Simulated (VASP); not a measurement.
# SnO (P1) in VASP: single point with PBEsol

Aim: the single point of SnO with PBEsol.

Everything below comes from runs of VASP 6.6.1. Logs are shortened: lines on timing, memory, paths and dates and some standing lists are left out, and cuts for length are marked.

### Step 1. The cell of the first run

The typed cell holds 4 atoms: a = 3.316 Å, b = 5.705 Å, c = 3.894 Å, α = 90.00°, β = 90.00°, γ = 90.00°.

### Step 2. Single point, PBEsol (all O atoms moved +0.125 Å, as atom 3 along Cartesian [1 -1 0])

INCAR

```
PREC = Accurate
ENCUT = 520
EDIFF = 1E-7
ISMEAR = 0
SIGMA = 0.05
LREAL = False
LASPH = True
NELM = 60
ALGO = Normal
ISIF = 2
LWAVE = False
LCHARG = True
GGA = PS
LELF = True
LVHAR = True
NBANDS = 28
```

KPOINTS

```
Automatic mesh
0
Gamma
  8 6 8
```

POSCAR

```
SnO
1.0
    3.3156061815      0.0000000000      0.0000000000
    0.0000000000      5.7049851891      0.0000000000
    0.0000000000      0.0000000000      3.8941648049
Sn O
2 2
Direct
    0.0000000000      0.2337892808      0.5261742991
    0.5000000000      0.7662107192      0.0261742991
    0.0266582769      0.8698632308      0.7238267009
    0.5266582769      0.0991504144      0.2238267009
```

Potentials or basis: VASP PAW PBE potentials, release 64 (Sn_d, O).

Launch:

```
$ cat potpaw_PBE.64/Sn_d/POTCAR potpaw_PBE.64/O/POTCAR > POTCAR
$ mpirun -np 1 vasp_std > vasp.out
```

OUTCAR:

```text
PREC = Accurate
   ENCUT = 520
   EDIFF = 1E-7
   ISMEAR = 0
   LREAL = False
   LASPH = True
   NELM = 60
   ISIF = 2
   GGA = PS

 ion  position               nearest neighbor table
   1  0.000  0.234  0.526-   4 2.11   3 2.22   4 2.24   2 3.70   2 3.70   2 3.70   2 3.70
   2  0.500  0.766  0.026-   3 2.05   4 2.05   3 2.19   1 3.70   1 3.70   1 3.70   1 3.70
   3  0.027  0.870  0.724-   2 2.05   2 2.19   1 2.22
   4  0.527  0.099  0.224-   2 2.05   1 2.11   1 2.24

  LATTYP: Found a simple orthorhombic cell.
 ALAT       =     3.3156061815
 B/A-ratio  =     1.1744955799
 C/A-ratio  =     1.7206462037

  Lattice vectors:

 A1 = (  -3.3156061815,   0.0000000000,   0.0000000000)
 A2 = (   0.0000000000,   0.0000000000,   3.8941648049)
 A3 = (   0.0000000000,   5.7049851891,   0.0000000000)

Analysis of symmetry for initial positions (statically):
=====================================================================
 Subroutine PRICEL returns:
 Original cell was already a primitive cell.

 Routine SETGRP: Setting up the symmetry group for a
 simple orthorhombic supercell.

 Subroutine GETGRP returns: Found  1 space group operations
 (whereof  1 operations were pure point group operations)
 out of a pool of  8 trial point group operations.

The static configuration has the point symmetry C_1 .

Analysis of symmetry for dynamics (positions and initial velocities):
=====================================================================
 Subroutine PRICEL returns:
 Original cell was already a primitive cell.

 Routine SETGRP: Setting up the symmetry group for a
 simple orthorhombic supercell.

 Subroutine GETGRP returns: Found  1 space group operations
 (whereof  1 operations were pure point group operations)
 out of a pool of  8 trial point group operations.

The dynamic configuration has the point symmetry C_1 .

 Subroutine INISYM returns: Found  1 space group operations
 (whereof  1 operations are pure point group operations),
 and found     1 'primitive' translations

----------------------------------------------------------------------------------------

                                     Primitive cell

  volume of cell :      73.6600

  direct lattice vectors                    reciprocal lattice vectors
     3.315606182  0.000000000  0.000000000     0.301603974  0.000000000  0.000000000
     0.000000000  5.704985189  0.000000000     0.000000000  0.175285293  0.000000000
[... 89 lines left out ...]
   EDIFF  = 0.1E-06   stopping-criterion for ELM
   LREAL  =      F    real-space projection
   EDIFFG = 0.1E-05   stopping-criterion for IOM
   NSW    =      0    number of steps for IOM
   IBRION =     -1    ionic relax: 0-MD 1-quasi-New 2-CG
   NFREE  =      0    steps in history (QN), initial steepest desc. (CG)
   ISIF   =      2    stress and relaxation
   ISYM   =      2    0-nonsym 1-usesym 2-fastsym
   POTIM  = 0.5000    time-step for ionic-motion
   TEBEG  =    0.0;   TEEND  =   0.0 temperature during run
   PSTRESS=    0.0 pullay stress
   NELECT =      40.0000    total number of electrons
   NUPDOWN=      -1.0000    fix difference up-down
   EMIN   =  10.00;   EMAX   =-10.00  energy-range for DOS
   EFERMI =   0.00;   METHOD = LEGACY
   ISMEAR =     0;   SIGMA  =   0.05  broadening in eV -4-tet -1-fermi 0-gaus
   EFERMI_NEDOS =   21; number of points for ismear=-14 and -15
   IALGO  =     38    algorithm
   IMIX   =      4    mixing-type and parameters
     AMIX     =   0.40;   BMIX     =  1.00
     AMIX_MAG =   1.60;   BMIX_MAG =  1.00
  volume/ion in A,a.u.               =      18.42       124.27
  Fermi-wavevector in a.u.,A,eV,Ry     =   1.335624  2.523963 24.271319  1.783892
  Thomas-Fermi vector in A             =   2.464314
   LORBIT       =      0    0 simple, 1 ext, 2 COOP (PROOUT), +10 PAW based schemes
   GGA     = PS    functional components
   LHFCALC =     F    Hartree Fock is set to
   AEXX    =    0.0000 exact exchange contribution
   IVDW    =     0    specifies the selected vdW correction
   LEPSILON=     F    determine dielectric tensor
   LRPA    =     F    only Hartree local field effects (RPA)
 non-spin polarized calculation
 Gauss-broadening in eV      SIGMA  =   0.05
  energy-cutoff  :      520.00
  volume of cell :       73.66
 maximum number of plane-waves:      2004
 NGX is ok and might be reduce to    28
   NGX = 13   NGY = 21   NGZ = 15

 number of electron      40.0000003 magnetization

 Free energy of the ion-electron system (eV)
  ---------------------------------------------------
  ext. energy  EPLUGINS =         0.00000000
  ---------------------------------------------------
  free energy    TOTEN  =       -23.71514837 eV

  energy without entropy =      -23.71514837  energy(sigma->0) =      -23.71514837

 E-fermi :   5.8538     XC(G=0): -10.2404

 val. band max:        5.6534814705   @ k =   0.0000   0.0000   0.0000
 cond. band min:       6.8456178244   @ k =   0.3750   0.5000   0.0000
 fundamental gap:      1.1921363539
 Fermi energy:         5.8537666727

 k-point     1 :       0.0000    0.0000    0.0000
  band No.  band energies     occupation
      1     -15.6225      2.00000
      2     -15.3073      2.00000
      3     -15.2374      2.00000
      4     -15.1544      2.00000
      5     -15.1354      2.00000
      6     -15.1196      2.00000
[... 733 lines left out ...]
     27      15.0380      0.00000
     28      16.0877      0.00000

 [... further k-points ...]

------------------------ aborting loop because EDIFF is reached ----------------------------------------

  FORCE on cell =-STRESS in cart. coord.  units (eV):
  Direction    XX          YY          ZZ          XY          YZ          ZX
  --------------------------------------------------------------------------------------
  -------------------------------------------------------------------------------------
  Total        0.4914044      0.5026651      0.3637424     -0.0093508      0.3750672      1.1042481
  in kB       10.6885256     10.9334569      7.9117538     -0.2033890      8.1580786     24.0184757
  external PRESSURE =       9.8445788 kB  Pullay stress =       0.0000000 kB

 VOLUME and BASIS-vectors are now :
 -----------------------------------------------------------------------------
  energy-cutoff  :      520.00
  volume of cell :       73.66
      direct lattice vectors                 reciprocal lattice vectors
     3.315606182  0.000000000  0.000000000     0.301603974  0.000000000  0.000000000
     0.000000000  5.704985189  0.000000000     0.000000000  0.175285293  0.000000000
     0.000000000  0.000000000  3.894164805     0.000000000  0.000000000  0.256794473

 POSITION                                       TOTAL-FORCE (eV/Angst)
 -----------------------------------------------------------------------------------
      0.00000      1.33376      2.04901         0.403675     -0.536778     -0.006612
      1.65780      4.37122      0.10193         0.616250     -1.118503      0.186921
      0.08839      4.96256      2.81870        -0.640153      0.761530     -0.428948
      1.74619      0.56565      0.87162        -0.379772      0.893752      0.248639
 -----------------------------------------------------------------------------------
    total drift:                               -0.000031      0.000569     -0.000628

  FREE ENERGIE OF THE ION-ELECTRON SYSTEM (eV)
  ---------------------------------------------------
  free  energy   TOTEN  =       -23.7151483663 eV

  energy  without entropy=      -23.7151483663  energy(sigma->0) =      -23.71514837
```

OSZICAR:

```text
N       E                     dE             d eps       ncg     rms          rms(c)
DAV:   1     0.435618410221E+03    0.43562E+03   -0.20268E+04 11300   0.216E+03
DAV:   2     0.412511730787E+02   -0.39437E+03   -0.37860E+03 11276   0.546E+02
DAV:   3    -0.238450571421E+02   -0.65096E+02   -0.64030E+02 12392   0.188E+02
DAV:   4    -0.270906889527E+02   -0.32456E+01   -0.32274E+01 12828   0.449E+01
DAV:   5    -0.271681421994E+02   -0.77453E-01   -0.77441E-01 12100   0.749E+00    0.111E+01
DAV:   6    -0.238231803145E+02    0.33450E+01   -0.15366E+01 17928   0.473E+01    0.511E+00
DAV:   7    -0.237589457766E+02    0.64235E-01   -0.19124E+00 12792   0.889E+00    0.252E+00
DAV:   8    -0.237256689792E+02    0.33277E-01   -0.31639E-01 14184   0.414E+00    0.770E-01
DAV:   9    -0.237143970651E+02    0.11272E-01   -0.43569E-02 17864   0.226E+00    0.217E-01
DAV:  10    -0.237150851921E+02   -0.68813E-03   -0.62223E-03 13800   0.755E-01    0.993E-02
DAV:  11    -0.237151653029E+02   -0.80111E-04   -0.31632E-04 15476   0.180E-01    0.379E-02
DAV:  12    -0.237151519573E+02    0.13346E-04   -0.22400E-04 15924   0.165E-01    0.199E-02
DAV:  13    -0.237151493432E+02    0.26141E-05   -0.27100E-05 15800   0.488E-02    0.117E-02
DAV:  14    -0.237151485857E+02    0.75749E-06   -0.53666E-06 14452   0.193E-02    0.412E-03
DAV:  15    -0.237151484540E+02    0.13168E-06   -0.65970E-07 13764   0.647E-03    0.146E-03
DAV:  16    -0.237151483663E+02    0.87699E-07   -0.34071E-08  6156   0.245E-03
   1 F= -.23715148E+02 E0= -.23715148E+02  d E =-.856660E-11
```

stdout:

```text
POSCAR found type information on POSCAR SnO
 POSCAR found :  2 types and       4 ions
 scaLAPACK will be used
 -----------------------------------------------------------------------------
|                                                                             |
|                                                                             |
|     You enforced a specific xc type in the INCAR file but a different       |
|     I HOPE YOU KNOW WHAT YOU ARE DOING!                                     |
|                                                                             |
 -----------------------------------------------------------------------------

 LDA part: xc-table for (Slater+PW92), standard interpolation
 POSCAR, INCAR and KPOINTS ok, starting setup
 FFT: planning ... GRIDC
 FFT: planning ... GRID_SOFT
 FFT: planning ... GRID
 WAVECAR not read
 entering main loop
```

Run time: 3.6 min. Hardware: 1 thread of Intel Xeon Platinum 8559C (Emerald Rapids), shared host; peak memory 0.42 GiB.

Results:

```
Free energy            : -23.7151 eV
Pressure               : 1.0 GPa
Largest force          : 1.291 eV/Å
Band gap on the k mesh : 1.19 eV (least direct gap 1.76 eV)
```

Forces on the atoms (eV/Å):
```
Sn   0.404 -0.537 -0.007
Sn   0.616 -1.119  0.187
O   -0.640  0.762 -0.429
O   -0.380  0.894  0.249
```

Levels at points of the mesh, in eV from the valence-band top:
```tsv
k point	band 16	band 17	band 18	band 19	band 20	band 21	band 22	band 23	band 24	band 25
(0.00, 0.00, 0.00)	-4.12	-3.84	-2.76	-2.27	0.00	3.02	3.33	6.07	6.35	7.89
(0.50, 0.00, 0.00)	-4.35	-2.90	-2.76	-1.56	-1.06	2.21	2.70	5.43	6.12	6.75
(0.00, 0.50, 0.00)	-4.06	-4.02	-2.77	-1.90	-1.58	3.22	4.40	4.99	5.55	6.99
(0.50, 0.50, 0.00)	-4.16	-2.92	-2.77	-1.33	-0.90	1.74	2.12	6.08	6.59	6.96
(0.00, 0.00, 0.50)	-3.75	-3.39	-3.27	-1.79	-1.33	2.35	2.60	5.18	5.72	7.74
(0.50, 0.00, 0.50)	-4.10	-3.71	-3.48	-1.47	-0.96	1.97	2.16	4.42	4.80	6.72
(0.00, 0.50, 0.50)	-3.32	-3.19	-3.05	-1.87	-1.25	1.74	2.05	5.57	6.31	7.64
(0.50, 0.50, 0.50)	-4.27	-3.98	-3.75	-0.68	-0.27	2.16	2.39	4.06	4.35	6.00
```

Caveat: the cell differs from its parent crystal (all O atoms moved +0.125 Å, as atom 3 along Cartesian [1 -1 0]); the PAW data sets were made with another functional, which shifts forces and pressure a little; spin-orbit coupling is left out, which moves the levels of the heavy elements. A k mesh can miss the band edges.
